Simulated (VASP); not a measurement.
N:

```
N
1.0
     5.56052    0.00000    0.00000
     0.00000    5.56052    0.00000
     0.00000    0.00000    5.56052
N
8
Direct
  0.05740 0.44260 0.55740
  0.44260 0.55740 0.05740
  0.55740 0.05740 0.44260
  0.94260 0.94260 0.94260
  0.94260 0.55740 0.44260
  0.55740 0.44260 0.94260
  0.44260 0.94260 0.55740
  0.05740 0.05740 0.05740
```

```yaml
Program: VASP 6.6.1
Task: relaxation of cell and atoms
Functional: PBEsol
Potentials_or_basis: VASP PAW PBE potentials, release 64 (N)
Cutoff: 600 eV
k_mesh: 5 × 5 × 5
Occupations: fermi-dirac, width 0.05 eV
Spin: no spin polarisation
```

At the start: pressure 1.3 GPa; volume 21.49 Å³/atom.

**Question.** How do energy, volume and symmetry change on relaxing?

**Answer.** Over 23 steps the energy falls by 3.3 meV/atom and the volume is 24.59 Å³/atom (+14.4 %); space group Pa-3 (No. 205, to 0.1 Å) before and after.

The path:
```
step  energy change (eV)  largest force (eV/Å)  pressure (GPa)  volume (Å³)
   1              0.0000                0.7778            1.33       171.93
   2              1.5883                9.0105          -12.70       176.40
   3             -0.0080                0.1196            0.10       172.20
   4             -0.0081                0.0345            0.22       172.17
   5             -0.0081                0.0196            0.24       172.16
   6             -0.0092                0.0198            0.23       172.82
   7             -0.0122                0.0193            0.20       174.81
   8             -0.0171                0.0080            0.16       178.84
   9             -0.0235                0.0541            0.15       187.07
  10             -0.0237                0.3361            0.34       204.28
  11             -0.0240                0.3017            0.30       204.51
  12             -0.0244                0.1965            0.17       205.20
  13             -0.0244                0.0122           -0.08       206.58
  14             -0.0246                0.0915            0.05       205.89
  15             -0.0246                0.0866            0.04       205.80
  16             -0.0247                0.0706            0.03       205.51
  17             -0.0250                0.0393           -0.01       204.95
  18             -0.0253                0.0222           -0.07       203.82
  19             -0.0256                0.1413           -0.19       201.58
  20             -0.0256                0.1353           -0.18       201.36
  21             -0.0258                0.1172           -0.16       200.70
  22             -0.0260                0.0803           -0.11       199.37
  23             -0.0262                0.0028            0.00       196.74
```

Final structure:
```xyz
8
Lattice="5.8161 0.0000 0.0000 0.0000 5.8161 0.0000 0.0000 0.0000 5.8161" Properties=species:S:1:pos:R:3 pbc="T T T"
N     0.3207    2.5873    3.2288
N     2.5873    3.2288    0.3207
N     3.2288    0.3207    2.5873
N     5.4953    5.4953    5.4953
N     5.4953    3.2288    2.5873
N     3.2288    2.5873    5.4953
N     2.5873    5.4953    3.2288
N     0.3207    0.3207    0.3207
```

Caveat: the standard files for N, O and F lose accuracy on very short bonds; this functional lacks dispersion, which holds the molecules together, so the pressure and a relaxed volume are unreliable; the PAW data sets were made with another functional, which shifts forces and pressure a little.
